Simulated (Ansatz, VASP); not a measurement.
**One calculation of In3GaSb2N2, two programs**

```
In Ga Sb N
1.0
     3.99820    0.00000    0.00000
     0.00000    3.99820    0.00000
     0.00000    0.00000   10.66857
In Ga Sb N
3 1 2 2
Direct
  0.00000 0.00000 0.75666
  0.00000 0.00000 0.24334
  0.50000 0.50000 0.00000
  0.00000 0.00000 0.00000
  0.50000 0.50000 0.50000
  0.00000 0.00000 0.50000
  0.50000 0.50000 0.72685
  0.50000 0.50000 0.27315
```

Alike in both runs: functional PBE; k mesh 3 × 3 × 2; occupations gaussian, width 0.15 eV; no spin polarisation.

Ansatz relaxed the structure, and its values are those at the end. VASP's run is a single point on that final structure, the one shown.

```csv
,VASP,Ansatz
version,VASP 6.6.1,Ansatz 0.2.0
potentials or method,"VASP PAW PBE potentials, release 64 (In_d, Ga_d, Sb, N), cutoff 520 eV","scalar-relativistic, plane waves, PAW"
valence electrons in the cell,72,92
```

VASP gave:

* gap on the k mesh at the Fermi level (eV): none
* pressure (GPa): 0.2
* rms of the force components (eV/Å): 0.006

Estimate Ansatz's values.

gap on the k mesh at the Fermi level (eV): none; pressure (GPa): 0.1; rms of the force components (eV/Å): 0.005.

A gap of «none» marks a metal or a gap that the smearing closes. With one functional, cell and mesh, what is left measures potentials, basis and numerics. VASP's potentials hold 72 valence electrons a cell and Ansatz's 92, so a difference there can come from the potentials and not from the codes.

The k mesh is coarse, so the values compare programs but aren't converged. Spin-orbit coupling is off throughout.
